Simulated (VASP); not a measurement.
# Os (Fd-3m) in VASP: notebook

Os is run at these levels: PBE; tasks: single point.

Program: VASP 6.6.1. These are calculated values, not measurements. Logs are shortened: lines on timing, memory, paths and dates and some standing lists are left out, and cuts for length are marked.

**1. The cell of the first run**

Symmetry: Fd-3m, No. 227, cubic system. Conventional cell: a = 5.325 Å, b = 5.325 Å, c = 5.325 Å, α = 90.00°, β = 90.00°, γ = 90.00°. Within 3.0 Å of Os (site symmetry -43m) lie 4 Os at 2.31 Å.

**2. Single point, PBE (volume scaled by 0.88)**

INCAR

```
PREC = Accurate
ENCUT = 520
EDIFF = 1E-6
ISMEAR = -1
SIGMA = 0.1
LREAL = False
LASPH = True
NELM = 100
ALGO = Normal
ISIF = 2
LWAVE = False
LCHARG = False
GGA = PE
NBANDS = 15
```

KPOINTS

```
Automatic mesh
0
Gamma
  11 11 11
```

POSCAR

```
Os
1.0
    0.0000000000      2.6623625111      2.6623625111
    2.6623625111      0.0000000000      2.6623625111
    2.6623625111      2.6623625111      0.0000000000
Os
2
Direct
    0.1250000000      0.1250000000      0.1250000000
    0.8750000000      0.8750000000      0.8750000000
```

Potentials or basis: VASP PAW PBE potentials, release 64 (Os).

Run with:

```
$ cat potpaw_PBE.64/Os/POTCAR > POTCAR
$ mpirun -np 1 vasp_std > vasp.out
```

OUTCAR:

```text
PREC = Accurate
   ENCUT = 520
   EDIFF = 1E-6
   ISMEAR = -1
   LREAL = False
   LASPH = True
   NELM = 100
   ISIF = 2
   GGA = PE

 ion  position               nearest neighbor table
   1  0.125  0.125  0.125-   2 2.31   2 2.31   2 2.31   2 2.31
   2  0.875  0.875  0.875-   1 2.31   1 2.31   1 2.31   1 2.31

  LATTYP: Found a face centered cubic cell.
 ALAT       =     5.3247250222

  Lattice vectors:

 A1 = (   0.0000000000,   2.6623625111,   2.6623625111)
 A2 = (   2.6623625111,   0.0000000000,   2.6623625111)
 A3 = (   2.6623625111,   2.6623625111,   0.0000000000)

Analysis of symmetry for initial positions (statically):
=====================================================================
 Subroutine PRICEL returns:
 Original cell was already a primitive cell.

 Routine SETGRP: Setting up the symmetry group for a
 face centered cubic supercell.

 Subroutine GETGRP returns: Found 48 space group operations
 (whereof 12 operations were pure point group operations)
 out of a pool of 48 trial point group operations.

The static configuration has the point symmetry D_3d.
 The point group associated with its full space group is O_h .

Analysis of symmetry for dynamics (positions and initial velocities):
=====================================================================
 Subroutine PRICEL returns:
 Original cell was already a primitive cell.

 Routine SETGRP: Setting up the symmetry group for a
 face centered cubic supercell.

 Subroutine GETGRP returns: Found 48 space group operations
 (whereof 12 operations were pure point group operations)
 out of a pool of 48 trial point group operations.

The dynamic configuration has the point symmetry D_3d.
 The point group associated with its full space group is O_h .

 Subroutine INISYM returns: Found 48 space group operations
 (whereof 12 operations are pure point group operations),
 and found     1 'primitive' translations

----------------------------------------------------------------------------------------

                                     Primitive cell

  volume of cell :      37.7426

  direct lattice vectors                    reciprocal lattice vectors
     0.000000000  2.662362511  2.662362511    -0.187803125  0.187803125  0.187803125
     2.662362511  0.000000000  2.662362511     0.187803125 -0.187803125  0.187803125
     2.662362511  2.662362511  0.000000000     0.187803125  0.187803125 -0.187803125

  length of vectors
     3.765149171  3.765149171  3.765149171     0.325284555  0.325284555  0.325284555

  position of ions in fractional coordinates (direct lattice)
     0.125000000  0.125000000  0.125000000
     0.875000000  0.875000000  0.875000000

  ion indices of the primitive-cell ions
   primitive index   ion index
                 1           1
                 2           2

----------------------------------------------------------------------------------------

 KPOINTS: Automatic mesh

Automatic generation of k-mesh.
 Grid dimensions read from file:
 generate k-points for:   11   11   11

 Generating k-lattice:

  Cartesian coordinates                     Fractional coordinates (reciprocal lattice)
    -0.017073011  0.017073011  0.017073011     0.090909091  0.000000000  0.000000000
     0.017073011 -0.017073011  0.017073011     0.000000000  0.090909091  0.000000000
     0.017073011  0.017073011 -0.017073011     0.000000000  0.000000000  0.090909091

  Length of vectors
     0.029571323  0.029571323  0.029571323

  Shift w.r.t. Gamma in fractional coordinates (k-lattice)
     0.000000000  0.000000000  0.000000000

 Subroutine IBZKPT returns following result:
 ===========================================

 Found     56 irreducible k-points:

 Following reciprocal coordinates:
            Coordinates               Weight
  0.000000  0.000000  0.000000      1.000000
  0.090909  0.000000  0.000000      8.000000
  0.181818  0.000000  0.000000      8.000000
  0.272727  0.000000  0.000000      8.000000
  0.363636  0.000000  0.000000      8.000000
  0.454545  0.000000  0.000000      8.000000
[... 16 lines left out ...]
 -0.272727  0.181818  0.000000     24.000000
 -0.181818  0.181818  0.000000     12.000000
 [... further k-points ...]
   k-points           NKPTS =     56   k-points in BZ     NKDIM =     56   number of bands    NBANDS=     15
   number of dos      NEDOS =    301   number of ions     NIONS =      2
   total plane-waves  NPLWV =  21952
   dimension x,y,z NGX =    28 NGY =   28 NGZ =   28
   dimension x,y,z NGXF=    56 NGYF=   56 NGZF=   56
   ions per type =               2
   NGX,Y,Z   is equivalent  to a cutoff of  12.36, 12.36, 12.36 a.u.
   NGXF,Y,Z  is equivalent  to a cutoff of  24.73, 24.73, 24.73 a.u.
 SYSTEM =  unknown system
   PREC   = accura    normal or accurate (medium, high low for compatibility)
   ISTART =      0    job   : 0-new  1-cont  2-samecut
   ICHARG =      2    charge: 1-file 2-atom 10-const
   ISPIN  =      1    spin polarized calculation?
   LNONCOLLINEAR =      F non collinear calculations
   LSORBIT =      F    spin-orbit coupling
   LASPH  =      T    aspherical Exc in radial PAW
   ENCUT  =  520.0 eV  38.22 Ry    6.18 a.u.   7.00  7.00  7.00*2*pi/ulx,y,z
   NELM   =    100;   NELMIN=  2; NELMDL= -5     # of ELM steps
   EDIFF  = 0.1E-05   stopping-criterion for ELM
   LREAL  =      F    real-space projection
   EDIFFG = 0.1E-04   stopping-criterion for IOM
   NSW    =      0    number of steps for IOM
   IBRION =     -1    ionic relax: 0-MD 1-quasi-New 2-CG
   NFREE  =      0    steps in history (QN), initial steepest desc. (CG)
   ISIF   =      2    stress and relaxation
   ISYM   =      2    0-nonsym 1-usesym 2-fastsym
   POTIM  = 0.5000    time-step for ionic-motion
   TEBEG  =    0.0;   TEEND  =   0.0 temperature during run
   PSTRESS=    0.0 pullay stress
   NELECT =      16.0000    total number of electrons
   NUPDOWN=      -1.0000    fix difference up-down
   EMIN   =  10.00;   EMAX   =-10.00  energy-range for DOS
   EFERMI =   0.00;   METHOD = LEGACY
   ISMEAR =    -1;   SIGMA  =   0.10  broadening in eV -4-tet -1-fermi 0-gaus
   EFERMI_NEDOS =   21; number of points for ismear=-14 and -15
   IALGO  =     38    algorithm
   IMIX   =      4    mixing-type and parameters
     AMIX     =   0.40;   BMIX     =  1.00
     AMIX_MAG =   1.60;   BMIX_MAG =  1.00
  volume/ion in A,a.u.               =      18.87       127.35
  Fermi-wavevector in a.u.,A,eV,Ry     =   1.229809  2.324002 20.577859  1.512430
  Thomas-Fermi vector in A             =   2.364682
   LORBIT       =      0    0 simple, 1 ext, 2 COOP (PROOUT), +10 PAW based schemes
   GGA     = PE    functional components
   LHFCALC =     F    Hartree Fock is set to
   AEXX    =    0.0000 exact exchange contribution
   IVDW    =     0    specifies the selected vdW correction
   LEPSILON=     F    determine dielectric tensor
   LRPA    =     F    only Hartree local field effects (RPA)
 non-spin polarized calculation
  energy-cutoff  :      520.00
  volume of cell :       37.74
 maximum number of plane-waves:      1028
   NGX = 13   NGY = 13   NGZ = 13

 number of electron      15.9999998 magnetization

 Free energy of the ion-electron system (eV)
  ---------------------------------------------------
  ext. energy  EPLUGINS =         0.00000000
  ---------------------------------------------------
  free energy    TOTEN  =       -19.57293150 eV

  energy without entropy =      -19.52227474  energy(sigma->0) =      -19.54760312

 E-fermi :   5.7805     XC(G=0): -11.8906

 val. band max:        5.7669566734   @ k =   0.4545   0.2727   0.0000
 cond. band min:       5.7820126410   @ k =   0.3636   0.0000   0.0000
 fundamental gap:      0.0150559677
 Fermi energy:         5.7804686836

 k-point     1 :       0.0000    0.0000    0.0000
  band No.  band energies     occupation
      1      -2.5785      2.00000
      2       0.8287      2.00000
      3       0.8287      2.00000
      4       1.7628      2.00000
      5       1.7628      2.00000
      6       1.7628      2.00000
      7       5.1581      1.99605
      8       5.1581      1.99605
      9       5.1581      1.99605
     10       8.9064      0.00000
     11       8.9064      0.00000
     12      17.4430      0.00000
     13      17.8997      0.00000
     14      18.9488      0.00000
     15      18.9488      0.00000

 k-point     2 :       0.0909    0.0000    0.0000
  band No.  band energies     occupation
      1      -2.4052      2.00000
      2       0.7403      2.00000
      3       0.7403      2.00000
      4       1.7363      2.00000
      5       1.9229      2.00000
      6       1.9229      2.00000
      7       4.9403      1.99955
      8       5.1271      1.99710
      9       5.1271      1.99710
     10       8.8866      0.00000
     11       8.8866      0.00000
     12      16.8806      0.00000
     13      17.9977      0.00000
     14      19.0119      0.00000
     15      19.0119      0.00000

 k-point     3 :       0.1818    0.0000    0.0000
  band No.  band energies     occupation
      1      -1.9126      2.00000
      2       0.6327      2.00000
      3       0.6327      2.00000
      4       1.6711      2.00000
      5       2.1730      2.00000
      6       2.1730      2.00000
      7       4.4186      2.00000
      8       5.1202      1.99729
      9       5.1202      1.99729
     10       8.8112      0.00000
     11       8.8112      0.00000
     12      15.7312      0.00000
     13      16.7209      0.00000
     14      18.9371      0.00000
     15      18.9371      0.00000
[... 343 lines left out ...]
 k-point    23 :      -0.2727    0.1818    0.0000
  band No.  band energies     occupation
      1      -0.2799      2.00000
      2       0.3745      2.00000
      3       0.9353      2.00000
      4       1.1700      2.00000
      5       1.8575      2.00000
      6       3.0385      2.00000
      7       4.3211      2.00000
      8       4.5711      1.99999
      9       6.4025      0.00397
     10       7.1375      0.00000
     11       9.1676      0.00000
     12      11.6816      0.00000
     13      13.6649      0.00000
     14      16.8864      0.00000
     15      17.0496      0.00000

 k-point    24 :      -0.1818    0.1818    0.0000
  band No.  band energies     occupation
      1      -0.9394      2.00000
      2       0.2903      2.00000
      3       1.0280      2.00000
      4       1.2816      2.00000
      5       1.9156      2.00000
      6       2.9587      2.00000
      7       4.1318      2.00000
      8       4.5465      1.99999
      9       5.9274      0.37401
     10       7.6947      0.00000
     11       9.2283      0.00000
     12      13.8899      0.00000
     13      14.4471      0.00000
     14      16.9300      0.00000
     15      18.4002      0.00000

 [... further k-points ...]
[... 5 lines left out ...]
  --------------------------------------------------------------------------------------
  -------------------------------------------------------------------------------------
  Total        7.7943179      7.7943179      7.7943179     -0.0000000     -0.0000000      0.0000000
  in kB      330.8698054    330.8698054    330.8698054     -0.0000000     -0.0000000      0.0000000
  external PRESSURE =     330.8698054 kB  Pullay stress =       0.0000000 kB

 VOLUME and BASIS-vectors are now :
 -----------------------------------------------------------------------------
  energy-cutoff  :      520.00
  volume of cell :       37.74
      direct lattice vectors                 reciprocal lattice vectors
     0.000000000  2.662362511  2.662362511    -0.187803125  0.187803125  0.187803125
     2.662362511  0.000000000  2.662362511     0.187803125 -0.187803125  0.187803125
     2.662362511  2.662362511  0.000000000     0.187803125  0.187803125 -0.187803125

 POSITION                                       TOTAL-FORCE (eV/Angst)
 -----------------------------------------------------------------------------------
      0.66559      0.66559      0.66559        -0.000000     -0.000000     -0.000000
      4.65913      4.65913      4.65913         0.000000      0.000000      0.000000
 -----------------------------------------------------------------------------------
    total drift:                                0.000000     -0.000000     -0.000000

  FREE ENERGIE OF THE ION-ELECTRON SYSTEM (eV)
  ---------------------------------------------------
  free  energy   TOTEN  =       -19.5729314984 eV

  energy  without entropy=      -19.5222747362  energy(sigma->0) =      -19.54760312
```

It took 12 s on 1 thread of Intel Xeon 6975P-C (Granite Rapids), shared host; peak memory 0.16 GiB.

Results:

```
Free energy            : -19.5729 eV
Pressure               : 33.1 GPa
Band gap on the k mesh : zero (band 8 reaches 6.30 eV, above the bottom of band 9 at 5.12 eV)
```

Caveat: spin-orbit coupling is left out, which moves the levels of the heavy elements.

**3. Single point, PBE (volume scaled by 0.92)**

INCAR

```
SYSTEM = Os
PREC = Accurate
ENCUT = 520
EDIFF = 1E-7
ISMEAR = -1
SIGMA = 0.1
LREAL = .FALSE.
LASPH = .TRUE.
NELM = 60
ALGO = Normal
ISIF = 2
LWAVE = .FALSE.
LCHARG = .TRUE.
GGA = PE
LELF = .TRUE.
LVHAR = .TRUE.
NBANDS = 15
```

KPOINTS

```
Automatic mesh
0
G
  11 11 11
  0 0 0
```

POSCAR

```
Os
1.0
    0.0000000000      2.7021051242      2.7021051242
    2.7021051242      0.0000000000      2.7021051242
    2.7021051242      2.7021051242      0.0000000000
Os
2
Direct
    0.1250000000      0.1250000000      0.1250000000
    0.8750000000      0.8750000000      0.8750000000
```

Potentials or basis: VASP PAW PBE potentials, release 64 (Os).

Run with:

```
$ cat potpaw_PBE.64/Os/POTCAR > POTCAR
$ mpirun -np 1 vasp_std > vasp.out
```

Run time: 14 s. Hardware: 1 thread of Intel Xeon 6975P-C (Granite Rapids), shared host; peak memory 0.17 GiB.

Results (log left out):

* Free energy: -19.8504 eV
* Pressure: 19.1 GPa
* Band gap on the k mesh: zero (band 8 reaches 5.77 eV, above the bottom of band 9 at 4.64 eV)

Levels at points of the mesh, in eV from the Fermi level:
```csv
k point,band 5,band 6,band 7,band 8,band 9,band 10,band 11,band 12
"(0.00, 0.00, 0.00)",-3.85,-3.85,-0.60,-0.60,-0.60,2.90,2.90,11.54
```

Caveat: spin-orbit coupling is left out, which moves the levels of the heavy elements.
